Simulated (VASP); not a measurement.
Here is a VASP 6.6.1 calculation.

The input INCAR:

```
SYSTEM = B17P16
PREC     = Accurate       ! precision mode
ENCUT    = 520            ! plane-wave cutoff, eV
EDIFF    = 1E-7           ! SCF threshold, eV
ISMEAR   = 0              ! smearing method
SIGMA    = 0.01           ! smearing width, eV
LREAL    = Auto         
LASPH    = .TRUE.         ! aspherical terms in the spheres
NELM     = 150            ! most SCF steps
ALGO     = Normal         ! electronic algorithm
ISIF     = 2              ! what is computed and relaxed
LWAVE    = .FALSE.        ! write WAVECAR
LCHARG   = .FALSE.        ! write CHGCAR
ISPIN    = 2              ! spin polarisation
MAGMOM   = 0 0 0 0.091 0.091 0 0 0.091 0.091 0 0.091 0 0 0.091 0 0 0.091 0 0.091 0 0 0 0 0 0.091 0 0 0.091 0 0 0.091 0 0 ! initial moments
LORBIT   = 11             ! projections on sites
GGA      = PE             ! functional
NBANDS   = 92             ! bands
```

Contents of KPOINTS:

```
Automatic mesh
0
Gamma
  2 2 2
  0.5 0.5 0.5
```

The input POSCAR:

```
B17P16
1.0
   -4.5481928018     -4.5481928018      4.5481928018
    4.5481928018     -4.5481928018     -4.5481928018
    4.5481928018      4.5481928018      4.5481928018
B P
17 16
Direct
    0.2500000000      0.5000000000      0.2500000000
    0.0000000000      0.4915153732      0.5000000000
    0.5000000000      0.2500000000      0.2500000000
    0.2547426751      0.2547426751      0.5000000000
    0.0000000000      0.2547426751      0.7547426751
    0.7500000000      0.5000000000      0.7500000000
    0.5084846268      0.5084846268      0.0084846268
    0.0000000000      0.7452573249      0.2452573249
    0.7452573249      0.0000000000      0.2452573249
    0.4915153732      0.0000000000      0.5000000000
    0.2547426751      0.0000000000      0.7547426751
    0.0000000000      0.0000000000     -0.0084846268
    0.7500000000      0.2500000000      0.0000000000
    0.7452573249      0.7452573249      0.5000000000
    0.5000000000      0.7500000000      0.7500000000
    0.2500000000      0.7500000000      0.0000000000
    0.0000000000      0.0000000000      0.5000000000
    0.2493969274      0.7485590869      0.2485590869
    0.0000000000      0.7425506621      0.5000000000
    0.4991621595      0.4991621595      0.2506030726
    0.2514409131      0.5008378405      0.5000000000
    0.0000000000      0.5008378405      0.7514409131
    0.7485590869      0.7485590869      0.7493969274
    0.4991621595      0.7506030726     -0.0008378405
    0.0000000000      0.0000000000      0.2425506621
    0.7485590869      0.2493969274      0.2485590869
    0.5008378405      0.2514409131      0.5000000000
    0.2574493379      0.2574493379      0.7574493379
    0.0000000000      0.2514409131      0.0008378405
    0.7506030726      0.4991621595     -0.0008378405
    0.7425506621      0.0000000000      0.5000000000
    0.5008378405      0.0000000000      0.7514409131
    0.2514409131      0.0000000000      0.0008378405
```

Potentials or basis: VASP PAW PBE potentials, release 64 (B, P).

The run is started by

```sh
$ cat potpaw_PBE.64/B/POTCAR potpaw_PBE.64/P/POTCAR > POTCAR
$ mpirun -np 1 vasp_std > vasp.out
```

Question: What does it give for the site moments?

Answer: B +0.01, +0.10 (each value once); P +0.01 μB.

Question: Predict the net moment.

Answer: 1.00 μB per cell.

Forces in eV/Å, atoms in the order of the input:
```
B    0.000  0.000  0.000
B   -0.004  0.004  0.004
B    0.000  0.000  0.000
B    0.000  0.002  0.000
B   -0.002  0.000  0.000
B    0.000  0.000  0.000
B    0.004 -0.004  0.004
B    0.002  0.000  0.000
B    0.000  0.000  0.002
B    0.004  0.004 -0.004
B    0.000  0.000 -0.002
B   -0.004 -0.004 -0.004
B    0.000  0.000  0.000
B    0.000 -0.002  0.000
B    0.000  0.000  0.000
B    0.000  0.000  0.000
B    0.000  0.000  0.000
P   -0.014  0.004 -0.004
P    0.010 -0.010 -0.010
P    0.004  0.014  0.004
P   -0.004 -0.014  0.004
P    0.014  0.004  0.004
P   -0.004  0.014 -0.004
P    0.004 -0.004 -0.014
P    0.010  0.010  0.010
P   -0.004  0.004 -0.014
P    0.004 -0.014 -0.004
P   -0.010  0.010 -0.010
P    0.014 -0.004 -0.004
P   -0.014 -0.004  0.004
P   -0.010 -0.010  0.010
P    0.004  0.004  0.014
P   -0.004 -0.004  0.014
```

Caveat: the k points lie up to 0.49 Å⁻¹ apart; the cell differs from its parent crystal (with an interstitial atom, then relaxed in part).
